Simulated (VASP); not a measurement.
A run of VASP 6.6.1:

File INCAR:

```
PREC = Accurate ; ENCUT = 600
EDIFF = 1E-6 ; ISMEAR = 0
SIGMA = 0.03 ; LREAL = False
LASPH = True ; NELM = 60
ALGO = Normal ; ISIF = 3
LWAVE = False ; LCHARG = False
GGA = PE ; IBRION = 2
NSW = 80 ; EDIFFG = -0.002
```

Contents of KPOINTS:

```
Automatic mesh
0
Gamma
  12 12 12
```

File POSCAR:

```
Si
1.0
    0.0000000000      2.7150000000      2.7150000000
    2.7150000000      0.0000000000      2.7150000000
    2.7150000000      2.7150000000      0.0000000000
Si
2
Direct
    0.0000000000      0.0000000000      0.0000000000
    0.2500000000      0.2500000000      0.2500000000
```

Potentials or basis: VASP PAW PBE potentials, release 64 (Si).

Command:

```bash
$ cat potpaw_PBE.64/Si/POTCAR > POTCAR
$ mpirun -np 1 vasp_std > vasp.out
```

Hardware: 1 thread of AMD EPYC 7R13 Processor (Zen 3) (shared host).

Problem. How long does it take, and how much memory?

Solution. It took 49 s on 1 thread of AMD EPYC 7R13 Processor (Zen 3) (shared host), peak memory 0.15 GiB. Counts: scf iterations 23, k points 72, ion steps 3.
